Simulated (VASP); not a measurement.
# Zn5Ga3N3O5: single point with PBEsol

The system is Zn5Ga3N3O5.

```
CELL_PARAMETERS angstrom
6.42871 0.00000 0.00000
0.00000 5.56743 0.00000
0.00000 0.00000 5.20498
ATOMIC_POSITIONS crystal
Ga 0.26289 0.16119 0.45926
Ga 0.00825 0.67416 0.51677
Ga 0.47237 0.31354 0.00170
Zn 0.74633 0.18688 0.49180
Zn 0.45718 0.66785 0.48168
Zn 0.00518 0.33068 0.03007
Zn 0.22128 0.82971 0.02719
Zn 0.75320 0.81472 0.99380
O 0.98359 0.34026 0.39095
O 0.26526 0.84439 0.37360
O 0.98842 0.67892 0.86401
O 0.75539 0.18579 0.86409
O 0.50866 0.66111 0.85323
N 0.51916 0.34209 0.37261
N 0.74901 0.85172 0.38600
N 0.24442 0.18501 0.86079
```

```json
{
 "Program": "VASP 6.6.1",
 "Task": "single point",
 "Functional": "PBEsol",
 "Potentials or basis": "VASP PAW PBE potentials, release 64 (Ga_d, Zn, O, N)",
 "Cutoff": "700 eV",
 "k mesh": "1 × 1 × 1, shifted",
 "Occupations": "fermi-dirac, width 0.05 eV",
 "Spin": "no spin polarisation",
 "Dipole correction": "no",
 "Charge": "6",
 "Mended": "yes",
 "Further INCAR settings": "LREAL = Auto; ALGO = Normal; EDIFF = 1e-06; NBANDS = 86; ISYM = -1; NELECT = 138.0"
}
```

* Largest force: 6.451 eV/Å

Forces on the atoms (eV/Å):
```
Ga  -0.628  1.603  2.422
Ga  -1.167 -0.133 -0.919
Ga   3.310  1.602 -0.285
Zn   0.426 -1.346  1.701
Zn   5.500 -2.420  2.348
Zn  -0.814  0.004 -1.845
Zn   0.671  0.208 -2.873
Zn  -1.838  1.285  0.396
O    2.606  1.001  0.208
O   -4.568  1.454 -0.216
O    1.561 -1.014  0.561
O   -0.663 -0.407  0.752
O   -0.906 -0.242  0.479
N   -2.262  0.260 -1.089
N    0.096 -0.524 -0.301
N   -1.323 -1.330 -1.340
```

Levels at points of the mesh, in eV from the Fermi level:
| k point | band 65 | band 66 | band 67 | band 68 | band 69 | band 70 | band 71 | band 72 | band 73 | band 74 |
| --- | --- | --- | --- | --- | --- | --- | --- | --- | --- | --- |
| (0.25, 0.25, 0.25) | -0.70 | -0.59 | -0.37 | -0.20 | -0.04 | 0.04 | 0.22 | 0.36 | 3.85 | 5.47 |

It took 46 s on 1 thread of AMD EPYC 9R45 96-Core Processor (Zen 5) (shared host), peak memory 0.32 GiB.

Caveat: the cell carries a net charge on a neutralising background, which shifts energy and pressure; the cell is charged against a uniform background, so pressure and absolute levels hang on convention; the PAW data sets were made with another functional, which shifts forces and pressure a little.
